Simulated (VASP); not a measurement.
A run of VASP 6.6.1 is set up as follows.

INCAR

```
PREC     = Accurate       # precision mode
ENCUT    = 500            # plane-wave cutoff, eV
EDIFF    = 1E-6           # SCF threshold, eV
ISMEAR   = 0              # smearing method
SIGMA    = 0.02           # smearing width, eV
LREAL    = F              # projectors in reciprocal space
LASPH    = T              # aspherical terms in the spheres
NELM     = 120            # most SCF steps
ALGO     = Normal         # electronic algorithm
ISIF     = 2              # what is computed and relaxed
LWAVE    = F              # write WAVECAR
LCHARG   = F              # write CHGCAR
GGA      = PS             # functional
NBANDS   = 11             # bands
GGA_COMPAT= F
```

The input KPOINTS:

```
regular mesh
0
Gamma
  6 6 6
```

The input POSCAR:

```
NaH
1.0
    0.0000000000      2.3957638013      2.3957638013
    2.3957638013      0.0000000000      2.3957638013
    2.3957638013      2.3957638013      0.0000000000
Na H
1 1
Direct
    0.0000000000      0.0000000000      0.0000000000
    0.5000000000      0.5000000000      0.5000000000
```

Potentials or basis: VASP PAW PBE potentials, release 64 (Na_pv, H).

Run with:

```sh
$ cat potpaw_PBE.64/Na_pv/POTCAR potpaw_PBE.64/H/POTCAR > POTCAR
$ mpirun -np 1 vasp_std > vasp.out
```

Q: Predict the pressure.

A: -0.1 GPa.

Q: Predict the band gap on the k mesh.

A: 3.65 eV, indirect (least direct gap 4.51 eV).

Caveat: the PAW data sets were made with another functional, which shifts forces and pressure a little. A k mesh can miss the band edges.
